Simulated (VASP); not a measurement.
Set up this calculation in VASP 6.6.1, as the native input.

| Property | Result |
| --- | --- |
| Task | single point |
| Functional | PBEsol |
| Potentials or basis | VASP PAW PBE potentials, release 64 (Si, C) |
| Cutoff | 520 eV |
| k mesh | 10 × 10 × 10 |
| Occupations | fermi-dirac, width 0.02 eV |
| Spin | no spin polarisation |
| Dipole correction | no |
| Further INCAR settings | ALGO = Normal; EDIFF = 1e-07; NBANDS = 11 |

The structure of SiC (Moissanite 3C) lies in POSCAR:

```
SiC
1.0
    0.0000000000      2.1784550131      2.1784550131
    2.1784550131      0.0000000000      2.1784550131
    2.1784550131      2.1784550131      0.0000000000
Si C
1 1
Direct
    0.0000000000      0.0000000000      0.0000000000
    0.2500000000      0.2500000000      0.2500000000
```

These files were run (other wordings do the same):

INCAR

```
ALGO = Normal
EDIFF = 1E-7
ENCUT = 520
GGA = PS
ISIF = 2
ISMEAR = -1
LASPH = T
LCHARG = F
LREAL = F
LWAVE = F
NBANDS = 11
NELM = 100
PREC = Accurate
SIGMA = 0.02
```

KPOINTS

```
k-points
0
Gamma
  10 10 10
```

Potentials or basis: VASP PAW PBE potentials, release 64 (Si, C).

The run is started by

```bash
$ cat potpaw_PBE.64/Si/POTCAR potpaw_PBE.64/C/POTCAR > POTCAR
$ mpirun -np 1 vasp_std > vasp.out
```

Results of the run:

```
Pressure               : 0.3 GPa
Band gap on the k mesh : 1.23 eV, indirect (least direct gap 4.44 eV)
```

Caveat: the PAW data sets were made with another functional, which shifts forces and pressure a little.

Run time: 5.5 s on 1 thread of Intel Xeon 6975P-C (shared host), peak memory 0.14 GiB.
